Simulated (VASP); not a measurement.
# TmGa3Hg3As2N4 (P1) in VASP: runs at scaled volumes

Single points of TmGa3Hg3As2N4 at other volumes, in PBE.

Everything below comes from runs of VASP 6.6.1. Logs are shortened: lines on timing, memory, paths and dates and some standing lists are left out, and cuts for length are marked.

### 1 The cell of the first run

The typed cell holds 13 atoms: a = 3.170 Å, b = 8.269 Å, c = 9.690 Å, α = 85.10°, β = 81.21°, γ = 79.91°.

### 2 Equation of state, PBE, collinear spin, ferromagnetic start, 18.98 Å³/atom (18.98 Å³/atom)

Input file INCAR:

```
SYSTEM = TmGa3Hg3As2N4
PREC = Accurate
ENCUT = 520
EDIFF = 1E-7
ISMEAR = -1
SIGMA = 0.05
LREAL = .False.
LASPH = .True.
NELM = 150
ALGO = Normal
ISIF = 2
LWAVE = .False.
LCHARG = .False.
ISPIN = 2
MAGMOM = 2 0 0 0 0 0 0 0 0 0 0 0 0
LORBIT = 11
LMAXMIX = 6
GGA = PE
NBANDS = 80
KPAR = 4
```

Input file KPOINTS:

```
Automatic mesh
0
Gamma
  9 4 3
  0 0 0
```

Input file POSCAR:

```
TmGa3Hg3As2N4
1.0
    3.1703156216     -0.0027818872      0.0222452329
    1.4560220141      8.1392988980     -0.0036795884
    1.4138497877      0.5916738712      9.5680446066
Tm Ga Hg As N
1 3 3 2 4
Direct
    0.7546000000      0.9388600000      0.0431400000
    0.0359900000      0.3179100000      0.0616500000
    0.9632900000      0.6929900000      0.8500900000
    0.6331500000      0.3447000000      0.8242500000
    0.8564800000      0.3077700000      0.4139800000
    0.3131100000      0.6319400000      0.2308600000
    0.0558400000      0.7879300000      0.5856300000
    0.1409000000      0.9215000000      0.3096200000
    0.7997300000      0.1513900000      0.6413300000
    0.0558900000      0.4612700000      0.8753600000
    0.9047600000      0.4389500000      0.2220600000
    0.3717200000      0.8030200000      0.9356800000
    0.6145600000      0.2017700000      0.0063400000
```

Potentials or basis: VASP PAW PBE potentials, release 64 (Tm, Ga_d, Hg, As, N).

Started as:

```bash
cat potpaw_PBE.64/Tm/POTCAR potpaw_PBE.64/Ga_d/POTCAR potpaw_PBE.64/Hg/POTCAR potpaw_PBE.64/As/POTCAR potpaw_PBE.64/N/POTCAR > POTCAR
mpirun -np 4 vasp_std > vasp.out
```

OUTCAR:

```text
SYSTEM = TmGa3Hg3As2N4
   PREC = Accurate
   ENCUT = 520
   EDIFF = 1E-7
   ISMEAR = -1
   LREAL = .False.
   LASPH = .True.
   NELM = 150
   ISIF = 2
   ISPIN = 2
   LORBIT = 11
   GGA = PE

 Found     55 irreducible k-points:

 Following reciprocal coordinates:
            Coordinates               Weight
  0.000000  0.000000  0.000000      1.000000
  0.111111  0.000000 -0.000000      2.000000
  0.222222  0.000000  0.000000      2.000000
  0.333333  0.000000  0.000000      2.000000
  0.444444  0.000000  0.000000      2.000000
 -0.000000  0.250000  0.000000      2.000000
   k-points           NKPTS =     55   k-points in BZ     NKDIM =     55   number of bands    NBANDS=     80
   number of dos      NEDOS =    301   number of ions     NIONS =     13
   total plane-waves  NPLWV = 110592
   dimension x,y,z NGX =    24 NGY =   64 NGZ =   72
   dimension x,y,z NGXF=    48 NGYF=  128 NGZF=  144
   ions per type =               1   3   3   2   4
   NGX,Y,Z   is equivalent  to a cutoff of  12.58, 12.87, 12.35 a.u.
   NGXF,Y,Z  is equivalent  to a cutoff of  25.17, 25.74, 24.71 a.u.
 SYSTEM =  TmGa3Hg3As2N4
   PREC   = accura    normal or accurate (medium, high low for compatibility)
   ISTART =      0    job   : 0-new  1-cont  2-samecut
   ICHARG =      2    charge: 1-file 2-atom 10-const
   ISPIN  =      2    spin polarized calculation?
   LNONCOLLINEAR =      F non collinear calculations
   LSORBIT =      F    spin-orbit coupling
   LASPH  =      T    aspherical Exc in radial PAW
   ENCUT  =  520.0 eV  38.22 Ry    6.18 a.u.   5.89 15.37 18.02*2*pi/ulx,y,z
   NELM   =    150;   NELMIN=  2; NELMDL= -5     # of ELM steps
   EDIFF  = 0.1E-06   stopping-criterion for ELM
   LREAL  =      F    real-space projection
   EDIFFG = 0.1E-05   stopping-criterion for IOM
   NSW    =      0    number of steps for IOM
   IBRION =     -1    ionic relax: 0-MD 1-quasi-New 2-CG
   NFREE  =      0    steps in history (QN), initial steepest desc. (CG)
   ISIF   =      2    stress and relaxation
   ISYM   =      2    0-nonsym 1-usesym 2-fastsym
   POTIM  = 0.5000    time-step for ionic-motion
   TEBEG  =    0.0;   TEEND  =   0.0 temperature during run
   PSTRESS=    0.0 pullay stress
   NELECT =     128.0000    total number of electrons
   NUPDOWN=      -1.0000    fix difference up-down
   EMIN   =  10.00;   EMAX   =-10.00  energy-range for DOS
   EFERMI =   0.00;   METHOD = LEGACY
   ISMEAR =    -1;   SIGMA  =   0.05  broadening in eV -4-tet -1-fermi 0-gaus
   EFERMI_NEDOS =   21; number of points for ismear=-14 and -15
   IALGO  =     38    algorithm
   IMIX   =      4    mixing-type and parameters
     AMIX     =   0.40;   BMIX     =  1.00
     AMIX_MAG =   1.60;   BMIX_MAG =  1.00
  volume/ion in A,a.u.               =      18.98       128.06
  Fermi-wavevector in a.u.,A,eV,Ry     =   1.315485  2.485907 23.544909  1.730502
  Thomas-Fermi vector in A             =   2.445665
   LORBIT       =     11    0 simple, 1 ext, 2 COOP (PROOUT), +10 PAW based schemes
   GGA     = PE    functional components
   LHFCALC =     F    Hartree Fock is set to
   AEXX    =    0.0000 exact exchange contribution
   IVDW    =     0    specifies the selected vdW correction
   LEPSILON=     F    determine dielectric tensor
   LRPA    =     F    only Hartree local field effects (RPA)
 spin polarized calculation
  energy-cutoff  :      520.00
  volume of cell :      246.70
 maximum number of plane-waves:      6673
   NGX = 11   NGY = 31   NGZ = 37

 number of electron     128.0000003 magnetization       1.7616785

 Free energy of the ion-electron system (eV)
  ---------------------------------------------------
  ext. energy  EPLUGINS =         0.00000000
  ---------------------------------------------------
  free energy    TOTEN  =       -56.19161948 eV

  energy without entropy =      -56.11002093  energy(sigma->0) =      -56.15082020

 E-fermi :   2.8844     XC(G=0): -10.0779

 val. band max:        2.8842296273   @ k =   0.4444   0.0000   0.3333
 cond. band min:       2.8863521731   @ k =  -0.2222   0.2500   0.0000
 fundamental gap:      0.0021225458
 Fermi energy:         2.8843693722

 spin component 1

 k-point     1 :       0.0000    0.0000    0.0000
  band No.  band energies     occupation
      1     -47.1991      1.00000
      2     -20.5375      1.00000
      3     -20.4074      1.00000
      4     -19.9090      1.00000
      5     -13.0837      1.00000
      6     -12.4631      1.00000
[... 68 lines left out ...]
     75       7.6573      0.00000
     76       8.1356      0.00000

 k-point     2 :       0.1111    0.0000   -0.0000
  band No.  band energies     occupation
      1     -47.1933      1.00000
      2     -20.5184      1.00000
      3     -20.3944      1.00000
      4     -20.0218      1.00000
      5     -13.0342      1.00000
      6     -12.4239      1.00000
[... 68 lines left out ...]
     75       7.8144      0.00000
     76       8.4180      0.00000

 k-point     3 :       0.2222    0.0000    0.0000
  band No.  band energies     occupation
      1     -47.1785      1.00000
      2     -20.4797      1.00000
      3     -20.3627      1.00000
      4     -20.2833      1.00000
      5     -12.9247      1.00000
      6     -12.3268      1.00000
[... 68 lines left out ...]
     75       8.0616      0.00000
     76       8.5574      0.00000

 k-point     4 :       0.3333    0.0000    0.0000
  band No.  band energies     occupation
      1     -47.1617      1.00000
      2     -20.6230      1.00000
      3     -20.3846      1.00000
      4     -20.3157      1.00000
      5     -12.8291      1.00000
      6     -12.2319      1.00000
[... 68 lines left out ...]
     75       7.9128      0.00000
     76       8.1430      0.00000

 k-point     5 :       0.4444    0.0000    0.0000
  band No.  band energies     occupation
      1     -47.1506      1.00000
      2     -20.8002      1.00000
      3     -20.3556      1.00000
      4     -20.2865      1.00000
      5     -12.7821      1.00000
      6     -12.1903      1.00000
[... 68 lines left out ...]
     75       7.6628      0.00000
     76       7.9976      0.00000

 k-point     6 :      -0.0000    0.2500    0.0000
  band No.  band energies     occupation
      1     -47.1991      1.00000
      2     -20.5376      1.00000
      3     -20.4074      1.00000
      4     -19.9090      1.00000
      5     -13.0756      1.00000
      6     -12.4591      1.00000
[... 68 lines left out ...]
     75       7.8779      0.00000
     76       8.3211      0.00000

 [... further k-points ...]

 spin component 2

 k-point     1 :       0.0000    0.0000    0.0000
  band No.  band energies     occupation
      1     -46.4918      1.00000
      2     -20.0681      1.00000
      3     -19.9319      1.00000
      4     -19.4378      1.00000
      5     -13.0706      1.00000
      6     -12.4794      1.00000
[... 68 lines left out ...]
     75       7.6928      0.00000
     76       8.1878      0.00000

 k-point     2 :       0.1111    0.0000   -0.0000
  band No.  band energies     occupation
      1     -46.4856      1.00000
      2     -20.0474      1.00000
      3     -19.9185      1.00000
      4     -19.5563      1.00000
      5     -13.0214      1.00000
      6     -12.4391      1.00000
[... 68 lines left out ...]
     75       7.8490      0.00000
     76       8.4787      0.00000

 k-point     3 :       0.2222    0.0000    0.0000
  band No.  band energies     occupation
      1     -46.4700      1.00000
      2     -20.0101      1.00000
      3     -19.8849      1.00000
      4     -19.8267      1.00000
      5     -12.9128      1.00000
      6     -12.3362      1.00000
[... 68 lines left out ...]
     75       8.1048      0.00000
     76       8.6133      0.00000

 k-point     4 :       0.3333    0.0000    0.0000
  band No.  band energies     occupation
      1     -46.4522      1.00000
      2     -20.1878      1.00000
      3     -19.8972      1.00000
      4     -19.8413      1.00000
      5     -12.8182      1.00000
      6     -12.2259      1.00000
[... 68 lines left out ...]
     75       7.9441      0.00000
     76       8.2012      0.00000

 k-point     5 :       0.4444    0.0000    0.0000
  band No.  band energies     occupation
      1     -46.4405      1.00000
      2     -20.3739      1.00000
      3     -19.8628      1.00000
      4     -19.8120      1.00000
      5     -12.7719      1.00000
      6     -12.1709      1.00000
[... 68 lines left out ...]
     75       7.6883      0.00000
     76       8.0534      0.00000

 k-point     6 :      -0.0000    0.2500    0.0000
  band No.  band energies     occupation
      1     -46.4918      1.00000
      2     -20.0682      1.00000
      3     -19.9320      1.00000
      4     -19.4378      1.00000
      5     -13.0626      1.00000
      6     -12.4749      1.00000
[... 68 lines left out ...]
     75       7.8991      0.00000
     76       8.3598      0.00000

 [... further k-points ...]

 [bands above 76 left out]

------------------------ aborting loop because EDIFF is reached ----------------------------------------

  FORCE on cell =-STRESS in cart. coord.  units (eV):
  Direction    XX          YY          ZZ          XY          YZ          ZX
  --------------------------------------------------------------------------------------
  -------------------------------------------------------------------------------------
  Total        6.2060882      8.7160587      6.9536106     -0.0896659      0.2210109      0.0384575
  in kB       40.3043771     56.6049510     45.1590332     -0.5823195      1.4353174      0.2497554
  external PRESSURE =      47.3561204 kB  Pullay stress =       0.0000000 kB

 VOLUME and BASIS-vectors are now :
 -----------------------------------------------------------------------------
  energy-cutoff  :      520.00
  volume of cell :      246.70
      direct lattice vectors                 reciprocal lattice vectors
     3.170315622 -0.002781887  0.022245233     0.315679238 -0.056490702 -0.043153953
     1.456022014  8.139298898 -0.003679588     0.000161242  0.122828416 -0.007619356
     1.413849788  0.591673871  9.568044607    -0.000733877  0.000178574  0.104611964

 POSITION                                       TOTAL-FORCE (eV/Angst)
 -----------------------------------------------------------------------------------
      3.82031      7.66509      0.42610         0.113461     -0.107531      0.417750
      0.66415      2.62394      0.58950         0.010275     -0.162795      0.004121
      5.26484      6.14075      8.15258        -0.005942      0.175458      0.015157
      3.67454      3.29154      7.89928        -0.002003     -0.042436     -0.147708
      3.74874      2.74759      3.97890        -0.009602     -0.128763      0.201609
      2.23918      5.27927      2.21352        -0.005289      0.218806     -0.045980
      2.15227      6.75954      5.60168         0.005935     -0.014523     -0.208671
      2.22618      7.68317      2.96220         0.003075      0.292464      0.368496
      3.66257      1.60944      6.15351        -0.016058     -0.305635      0.143142
      2.08644      4.27219      8.37503        -0.007312      0.072818     -0.107839
      3.82146      3.70162      2.14319         0.019181      0.025088     -0.136903
      3.67060      7.08860      8.95794        -0.047513     -0.558692     -0.444742
      2.25109      1.64431      0.07359        -0.058209      0.535741     -0.058432
 -----------------------------------------------------------------------------------
    total drift:                                0.001362      0.000953     -0.001938

  FREE ENERGIE OF THE ION-ELECTRON SYSTEM (eV)
  ---------------------------------------------------
  free  energy   TOTEN  =       -56.1916194752 eV

  energy  without entropy=      -56.1100209254  energy(sigma->0) =      -56.15082020

 total charge

# of ion       s       p       d       f       tot
--------------------------------------------------
    1        2.159   6.057   0.684  12.312  21.212
    2        0.802   0.880  10.185   0.000  11.867
    3        0.812   0.826  10.109   0.000  11.747
    4        0.829   0.865  10.131   0.000  11.825
    5        0.871   0.400   9.305   0.000  10.576
    6        0.779   0.439   9.348   0.000  10.566
    7        0.918   0.255   9.312   0.000  10.486
    8        1.269   1.410   0.027   0.000   2.706
    9        1.275   1.402   0.030   0.000   2.707
   10        1.238   2.504   0.000   0.000   3.742
   11        1.258   2.382   0.000   0.000   3.640
   12        1.254   2.414   0.000   0.000   3.668
   13        1.248   2.495   0.000   0.000   3.743
--------------------------------------------------
tot         14.712  22.329  59.132  12.312 108.485

 magnetization (x)

# of ion       s       p       d       f       tot
--------------------------------------------------
    1        0.002  -0.016   0.004   1.623   1.613
    2        0.001   0.003   0.000   0.000   0.004
    3       -0.000   0.003   0.004   0.000   0.006
    4       -0.000   0.002   0.001   0.000   0.003
    5        0.000   0.001  -0.001   0.000   0.000
    6        0.003  -0.000  -0.007   0.000  -0.004
    7        0.003   0.005   0.001   0.000   0.009
    8       -0.000   0.012  -0.000   0.000   0.011
    9        0.001   0.012   0.000   0.000   0.013
   10        0.001   0.010   0.000   0.000   0.011
   11       -0.002  -0.053   0.000   0.000  -0.054
   12        0.002   0.067   0.000   0.000   0.069
   13        0.000   0.016   0.000   0.000   0.016
--------------------------------------------------
tot          0.010   0.061   0.002   1.623   1.696
```

It took 78 min on 4 MPI ranks of Intel Xeon Platinum 8559C (Emerald Rapids), shared host; peak memory 1.6 GiB.

What came out:

```
Free energy                                           : -56.1916 eV
Pressure                                              : 4.7 GPa
Largest force                                         : 0.716 eV/Å
Net moment                                            : 1.76 μB per cell
Site moments                                          : Tm +1.61; Ga +0.00, +0.01 (each value once); Hg +0.00, -0.00, +0.01; As +0.01; N +0.01, -0.05, +0.07, +0.02 μB
Valence electrons inside the program's atomic spheres : Tm 21.21; Ga 11.87, 11.75, 11.82; Hg 10.58, 10.57, 10.49; As 2.71; N 3.74, 3.64, 3.67 (each value once)
```

Caveat: the magnetic or orbital state may not be the lowest; the cell stands under pressure; spin-orbit coupling is left out, which moves the levels of the heavy elements; semilocal functionals describe open f shells poorly, which spoils levels, moments and volumes.
